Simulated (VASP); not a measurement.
Input of a VASP 6.6.1 run:

INCAR

```
SYSTEM = NbH2
PREC = Accurate
ENCUT = 600
EDIFF = 1E-6
ISMEAR = -1
SIGMA = 0.15
LREAL = .False.
LASPH = .True.
NELM = 80
ALGO = Normal
ISIF = 3
LWAVE = .False.
LCHARG = .False.
GGA = PS
IBRION = 2
NSW = 80
EDIFFG = -0.001
PSTRESS = 30.0
```

Contents of KPOINTS:

```
regular mesh
0
Gamma
  16 16 16
  0 0 0
```

The input POSCAR:

```
NbH2
1.0
    0.0000000000      2.2603198957      2.2603198957
    2.2603198957      0.0000000000      2.2603198957
    2.2603198957      2.2603198957      0.0000000000
Nb H
1 2
Direct
    0.0000000000      0.0000000000      0.0000000000
    0.2500000000      0.2500000000      0.2500000000
    0.7500000000      0.7500000000      0.7500000000
```

Potentials or basis: VASP PAW PBE potentials, release 64 (Nb_sv, H).

The run is started by

```bash
$ cat potpaw_PBE.64/Nb_sv/POTCAR potpaw_PBE.64/H/POTCAR > POTCAR
$ mpirun -np 1 vasp_std > vasp.out
```

Estimate the relaxed volume.

7.57 Å³/atom.

What does it give for the relaxed cell?

a = 3.178 Å, b = 3.178 Å, c = 3.178 Å, α = 60.00°, β = 60.00°, γ = 60.00°.

Final structure:
```cif
data_structure
_symmetry_space_group_name_H-M 'P 1'
_symmetry_Int_Tables_number 1
_cell_length_a 3.1784
_cell_length_b 3.1784
_cell_length_c 3.1784
_cell_angle_alpha 60.000
_cell_angle_beta 60.000
_cell_angle_gamma 60.000
_cell_volume 22.70
loop_
_atom_site_label
_atom_site_type_symbol
_atom_site_fract_x
_atom_site_fract_y
_atom_site_fract_z
_atom_site_occupancy
Nb1 Nb 0.00000 0.00000 0.00000 1
H1 H 0.25000 0.25000 0.25000 1
H2 H 0.75000 0.75000 0.75000 1
```

Caveat: the cell is relaxed towards a set pressure, so the run minimises the enthalpy, not the energy; the PAW data sets were made with another functional, which shifts forces and pressure a little.
